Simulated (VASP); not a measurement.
PbSe (k07), 2 atoms in the cell. It takes space group Fm-3m (No. 225, cubic). Conventional cell: a = 6.124 Å, b = 6.124 Å, c = 6.124 Å, α = 90.00°, β = 90.00°, γ = 90.00°. Within 4.0 Å of Pb (site symmetry m-3m) lie 6 Se at 3.06 Å. Se (site symmetry m-3m) has 6 Pb at 3.06 Å within 4.0 Å. 

* Program: VASP 6.6.1
* Task: relaxation of cell and atoms
* Functional: PBEsol
* Potentials or basis: VASP PAW PBE potentials, release 64 (Pb_d, Se)
* Cutoff: 600 eV
* k mesh: 12 × 12 × 12
* Occupations: gaussian, width 0.01 eV
* Spin: no spin polarisation
* Dipole correction: no
* Further INCAR settings: ALGO = Normal; EDIFF = 1e-07; IBRION = 2; EDIFFG = -0.002; NSW = 100; ISIF = 3

Potentials or basis: VASP PAW PBE potentials, release 64 (Pb_d, Se).

Launch:

```sh
$ cat potpaw_PBE.64/Pb_d/POTCAR potpaw_PBE.64/Se/POTCAR > POTCAR
$ mpirun -np 1 vasp_std > vasp.out
```

Hardware: 1 thread of AMD EPYC 7R13, with other jobs on the host.

Estimate the wall time of this run.

Wall time 4.1 min on 1 thread of AMD EPYC 7R13 (shared host), peak memory 0.23 GiB. Counts: scf iterations 29, k points 72, ion steps 3.
